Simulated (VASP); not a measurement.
Runs of VASP 6.6.1 on Lu. The structure is that of space group Fd-3m (No. 227), or close to it. The cells are those of the table. 

| task | cell | k mesh for the DOS | occupations for the DOS | gap on the mesh (eV) | pressure (GPa) |
| --- | --- | --- | --- | --- | --- |
| single point | a = 4.223 Å, angles 60.0°, 2 atoms | - | - | none | 13.2 |
| single point | a = 4.852 Å, angles 60.0°, 2 atoms | - | - | none | (a) |
| single point | a = 4.661 Å, angles 60.0°, 2 atoms | - | - | none | 2.7 |
| single point | a = 3.822 Å, angles 60.0°, 2 atoms | - | - | none | 39.0 |
| single point | a = 4.453 Å, angles 60.0°, 2 atoms | - | - | none | (b) |
| single point | a = 4.019 Å, angles 60.0°, 2 atoms | - | - | none | 21.8 |

Alike in all rows: level PBEsol; potentials or basis VASP PAW PBE potentials, release 64 (Lu); no spin polarisation; k mesh 10 × 10 × 10; cutoff (eV) 520; smearing fermi-dirac 0.05 eV.

Task: Fill in the values left out.

Result: (a) 1.5; (b) 5.2.

Caveats: the PAW data sets were made with another functional, which shifts forces and pressure a little; spin-orbit coupling is left out, which moves the levels of the heavy elements.

A k mesh can miss the band edges, and the runs leave out spin-orbit coupling on Lu.

A gap of «none» marks levels without a gap at the run's occupations.
